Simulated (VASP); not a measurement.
A run of VASP 6.6.1:

INCAR

```
SYSTEM = Zr
PREC = Accurate
ENCUT = 520
EDIFF = 1E-7
ISMEAR = 0
SIGMA = 0.15
LREAL = .False.
LASPH = .True.
NELM = 100
ALGO = Fast
ISIF = 2
LWAVE = .False.
LCHARG = .False.
GGA = PS
NBANDS = 19
```

The input KPOINTS:

```
regular mesh
0
Gamma
  18 18 10
  0 0 0
```

Contents of POSCAR:

```
Zr
1.0
    3.1350382758      0.0000000000      0.0000000000
   -1.5675191379      2.7150227887      0.0000000000
    0.0000000000      0.0000000000      5.0697950000
Zr
2
Direct
    0.3333333333      0.6666666667      0.2500000000
    0.6666666667      0.3333333333      0.7500000000
```

Potentials or basis: VASP PAW PBE potentials, release 64 (Zr_sv).

Command:

```bash
$ cat potpaw_PBE.64/Zr_sv/POTCAR > POTCAR
$ mpirun -np 1 vasp_std > vasp.out
```

Hardware: 1 thread of Intel(R) Xeon(R) Platinum 8488C (Sapphire Rapids), on a shared host.

Estimate the wall time of this run.

Wall time 3.1 min on 1 thread of Intel(R) Xeon(R) Platinum 8488C (Sapphire Rapids), with other jobs on the host, peak memory 0.26 GiB. Counts: scf iterations 24, k points 222.
